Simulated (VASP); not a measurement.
# Ni (P6_3/mmc) in VASP: further runs, part 2 of 2

VASP 6.6.1. Earlier steps stand in the parts before.

### Step 4. Single point, BLYP, collinear spin, ferromagnetic start (12.84 Å³/atom)

This run uses another cell than the first one, of 12.84 Å³/atom.

INCAR

```
AGGAC    = 1.0          
AGGAX    = 1.0          
ALDAC    = 0.0          
ALDAX    = 1.0          
ALGO     = Normal         # electronic algorithm
EDIFF    = 1E-7           # SCF threshold, eV
ENCUT    = 520            # plane-wave cutoff, eV
GGA      = B5             # functional
ISIF     = 2              # what is computed and relaxed
ISMEAR   = -1             # smearing method
ISPIN    = 2              # spin polarisation
LASPH    = True           # aspherical terms in the spheres
LCHARG   = True           # write CHGCAR
LELF     = True           # ELF
LMAXMIX  = 4              # l up to which the mixer works
LORBIT   = 11             # projections on sites
LREAL    = False          # projectors in reciprocal space
LVHAR    = True         
LWAVE    = False          # write WAVECAR
MAGMOM   = -0.667 -0.667 -0.676 -0.676 # initial moments
NBANDS   = 32             # bands
NELM     = 150            # most SCF steps
PREC     = Accurate       # precision mode
SIGMA    = 0.05           # smearing width, eV
```

KPOINTS

```
k-points
0
Gamma
  16 16 5
```

POSCAR

```
Ni
1.0
    2.6254194770      0.0000000000      0.0000000000
   -1.3127097385      2.2736799627      0.0000000000
    0.0000000000      0.0000000000      8.6028746546
Ni
4
Direct
    1.0000000000      1.0000000000      0.0000000000
    1.0000000000      1.0000000000      0.5000000000
    0.3333333333      0.6666666667      0.2500000000
    0.6666666667      0.3333333333      0.7500000000
```

Potentials or basis: VASP PAW PBE potentials, release 64 (Ni).

Run with:

```bash
$ cat potpaw_PBE.64/Ni/POTCAR > POTCAR
$ mpirun -np 1 vasp_std > vasp.out
```

OUTCAR:

```text
EDIFF = 1E-7
   ENCUT = 520
   GGA = B5
   ISIF = 2
   ISMEAR = -1
   ISPIN = 2
   LASPH = True
   LORBIT = 11
   LREAL = False
   NELM = 150
   PREC = Accurate

 ion  position               nearest neighbor table
   1  0.000  0.000  0.000-   3 2.63   4 2.63   4 2.63   3 2.63   4 2.63   3 2.63
   2  0.000  0.000  0.500-   3 2.63   4 2.63   4 2.63   3 2.63   4 2.63   3 2.63
   3  0.333  0.667  0.250-   1 2.63   2 2.63   1 2.63   2 2.63   1 2.63   2 2.63
   4  0.667  0.333  0.750-   1 2.63   2 2.63   1 2.63   2 2.63   1 2.63   2 2.63

  LATTYP: Found a hexagonal cell.
[... 1914 lines left out ...]
     2.625419477  0.000000000  0.000000000     0.380891514  0.219907818  0.000000000
    -1.312709738  2.273679963  0.000000000     0.000000000  0.439815637  0.000000000
     0.000000000  0.000000000  8.602874655     0.000000000  0.000000000  0.116240215

 POSITION                                       TOTAL-FORCE (eV/Angst)
 -----------------------------------------------------------------------------------
      0.00000      0.00000      0.00000         0.000000     -0.000000      0.000000
      0.00000      0.00000      4.30144         0.000000     -0.000000      0.000000
     -0.00000      1.51579      2.15072        -0.000000      0.000000      0.000000
      1.31271      0.75789      6.45216         0.000000     -0.000000     -0.000000
 -----------------------------------------------------------------------------------
    total drift:                                0.000000     -0.000000      0.000000

  FREE ENERGIE OF THE ION-ELECTRON SYSTEM (eV)
  ---------------------------------------------------
  free  energy   TOTEN  =       -18.1441113430 eV

  energy  without entropy=      -18.0698501487  energy(sigma->0) =      -18.10698075

 total charge

# of ion       s       p       d       tot
------------------------------------------
    1        0.440   0.357   8.318   9.115
    2        0.440   0.357   8.318   9.115
    3        0.440   0.358   8.317   9.115
    4        0.440   0.358   8.317   9.115
--------------------------------------------------
tot          1.759   1.430  33.270  36.458

 magnetization (x)

# of ion       s       p       d       tot
------------------------------------------
    1        0.006   0.021  -0.683  -0.657
    2        0.006   0.021  -0.683  -0.657
    3        0.006   0.021  -0.693  -0.666
    4        0.006   0.021  -0.693  -0.666
--------------------------------------------------
tot          0.024   0.083  -2.753  -2.646
```

OSZICAR:

```text
N       E                     dE             d eps       ncg     rms          rms(c)
DAV:   1     0.257675314965E+03    0.25768E+03   -0.17335E+04 11672   0.170E+03
DAV:   2    -0.453226343659E+01   -0.26221E+03   -0.24804E+03 11552   0.315E+02
DAV:   3    -0.212689175197E+02   -0.16737E+02   -0.15964E+02 13096   0.103E+02
DAV:   4    -0.215566371066E+02   -0.28772E+00   -0.28735E+00 13192   0.137E+01
[... 10 lines left out ...]
DAV:  15    -0.181441088183E+02   -0.51470E-05   -0.28942E-05 16928   0.676E-02    0.154E-02
DAV:  16    -0.181441119619E+02   -0.31436E-05   -0.68883E-06 14336   0.441E-02    0.587E-03
DAV:  17    -0.181441117404E+02    0.22154E-06   -0.60957E-07 12400   0.736E-03    0.536E-03
DAV:  18    -0.181441112656E+02    0.47477E-06   -0.54287E-07  8808   0.132E-02    0.200E-03
DAV:  19    -0.181441113430E+02   -0.77354E-07   -0.65958E-08  6992   0.406E-03
   1 F= -.18144111E+02 E0= -.18106981E+02  d E =-.742612E-01  mag=    -2.5613
```

It took 7.9 min on 1 thread of Oxide Virtual Turin-like, shared host; peak memory 0.28 GiB.

What came out:

```
Free energy                                           : -18.1441 eV
Pressure                                              : -14.1 GPa
Net moment                                            : -2.56 μB per cell
Site moments                                          : Ni -0.66, -0.67 (each value once) μB
Valence electrons inside the program's atomic spheres : Ni 9.12
```

Stress tensor (GPa, compression positive):
```
-14.16   0.00   0.00
  0.00 -14.16   0.00
  0.00   0.00 -13.97
```

Caveat: the cell stands under tension; the PAW data sets were made with another functional, which shifts forces and pressure a little.

### Step 5. Summary

| cell | gap on the mesh (eV) | pressure (GPa) | moment (μB) |
| --- | --- | --- | --- |
| a = 2.561, b = 2.561, c = 8.393 Å, angles 90.0, 90.0, 120.0°, 4 atoms | none | -5.9 | 2.43 |
| a = 2.594, b = 2.594, c = 8.499 Å, angles 90.0, 90.0, 120.0°, 4 atoms | none | -10.5 | 2.49 |
| a = 2.625, b = 2.625, c = 8.603 Å, angles 90.0, 90.0, 120.0°, 4 atoms | none | -14.1 | 2.56 |

Alike in all rows: task single point; level BLYP; potentials or basis VASP PAW PBE potentials, release 64 (Ni); spin collinear, ferromagnetic start; k mesh 16 × 16 × 5; cutoff (eV) 520; smearing fermi-dirac 0.05 eV.

Caveats: the cell stands under tension; the PAW data sets were made with another functional, which shifts forces and pressure a little.

Total energies depend on the potentials used, so only differences within one code and one set of settings carry meaning.
